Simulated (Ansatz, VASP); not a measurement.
## TePPb2O6: VASP beside Ansatz

```
O Pb Te P
1.0
     0.00000    3.96258    3.96258
     3.96258    0.00000    3.96258
     3.96258    3.96258    0.00000
O Pb Te P
6 2 1 1
Direct
  0.78012 0.21988 0.21988
  0.21988 0.78012 0.21988
  0.21988 0.78012 0.78012
  0.78012 0.21988 0.78012
  0.21988 0.21988 0.78012
  0.78012 0.78012 0.21988
  0.25000 0.25000 0.25000
  0.75000 0.75000 0.75000
  0.50000 0.50000 0.50000
  0.00000 0.00000 0.00000
```

Alike in both runs: functional r2SCAN; k mesh 7 × 7 × 7; occupations methfessel-paxton of order 1, width 0.1107 eV; no spin polarisation.

Ansatz relaxed the structure, and its values are those at the end. VASP's run is a single point on that final structure, the one shown.

```csv
,VASP,Ansatz
version,VASP 6.6.1,Ansatz 0.2.0
potentials or method,"VASP PAW PBE potentials, release 64 (O, Pb_d, Te, P), cutoff 520 eV",PAW plane waves
valence electrons in the cell,75,85
```

VASP gave:

| Quantity | Value |
| --- | --- |
| pressure (GPa) | 5.3 |
| rms of the force components (eV/Å) | 0.014 |

Q: What did Ansatz give for the same quantities?

A: Pressure (GPa): 5.7; rms of the force components (eV/Å): 0.000.

VASP's potentials were made for PBE, not for r2SCAN. VASP's potentials hold 75 valence electrons a cell and Ansatz's 85, so a difference there can come from the potentials and not from the codes. Ansatz's warnings: stress scf threshold loose.

Neither program's run includes spin-orbit coupling.
